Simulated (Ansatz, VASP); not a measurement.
C in VASP and in Ansatz

The input INCAR:

```
SYSTEM = C
PREC     = Accurate       ! precision mode
ENCUT    = 520            ! plane-wave cutoff, eV
EDIFF    = 1E-6           ! SCF threshold, eV
ISMEAR   = -1             ! smearing method
SIGMA    = 0.05           ! smearing width, eV
LREAL    = .FALSE.        ! projectors in reciprocal space
LASPH    = .TRUE.         ! aspherical terms in the spheres
NELM     = 80             ! most SCF steps
ALGO     = Normal         ! electronic algorithm
ISIF     = 2              ! what is computed and relaxed
LWAVE    = .FALSE.        ! write WAVECAR
LCHARG   = .FALSE.        ! write CHGCAR
GGA      = CA             ! functional
NBANDS   = 16             ! bands
```

The input KPOINTS:

```
Automatic mesh
0
G
  14 14 5
  0 0 0
```

Contents of POSCAR:

```
C
1.0
    2.4449954633      0.0000000000      0.0000000000
   -1.2224977317      2.1174281834      0.0000000000
    0.0000000000      0.0000000000      6.6104633561
C
4
Direct
    1.0000000000      1.0000000000      0.2500000000
    0.0000000000      0.0000000000      0.7500000000
    0.3333333333      0.6666666667      0.2500000000
    0.6666666667      0.3333333333      0.7500000000
```

Input for Ansatz:

```yaml
crystal:
  lattice:
    - [2.4449954633, 0.0, 0.0]
    - [-1.2224977317, 2.1174281834, 0.0]
    - [0.0, 0.0, 6.6104633561]
  atoms:
    - { symbol: C, position: [1.0, 1.0, 0.25] }
    - { symbol: C, position: [0.0, 0.0, 0.75] }
    - { symbol: C, position: [0.3333333333, 0.6666666667, 0.25] }
    - { symbol: C, position: [0.6666666667, 0.3333333333, 0.75] }
hamiltonian:
  xc: lda
  pseudopotentials:
    kind: paw
    azcp:
      C: "pseudopotentials/C.paw.azcp"
basis:
  ecutwfc: 420
  fft_grid_basis: typed
kpoints:
  mp_grid: { grid: [14, 14, 5], shift: [0, 0, 0] }
magnetization:
  spin_polarized: false
scf:
  occupations: { method: fermi_dirac, width: 0.05 }
  lower_state_search: "off"
output:
  stress: true
```

Alike in both runs: task single point; functional LDA; k mesh 14 × 14 × 5; occupations fermi-dirac, width 0.05 eV; no spin polarisation.

```csv
,VASP,Ansatz
version,VASP 6.6.1,Ansatz 0.2.0
potentials or method,"VASP PAW LDA potentials, release 64 (C), cutoff 520 eV","plane waves (420 eV) with PAW, scalar-relativistic"
valence electrons in the cell,16,16
```

Ansatz gave:

```
pressure (GPa)                                                : 0.0
traceless stress, the component that is largest in VASP (GPa) : 0.14
```

Question: What did VASP give for the same quantities?

Answer: Pressure (GPa): 0.8; traceless stress, the component that is largest in VASP (GPa): -0.80.

Ansatz warns that its potentials were made for another functional, while VASP's fit it. LDA's correlation is that of Perdew and Zunger in VASP and of Perdew and Wang (1992) in Ansatz.
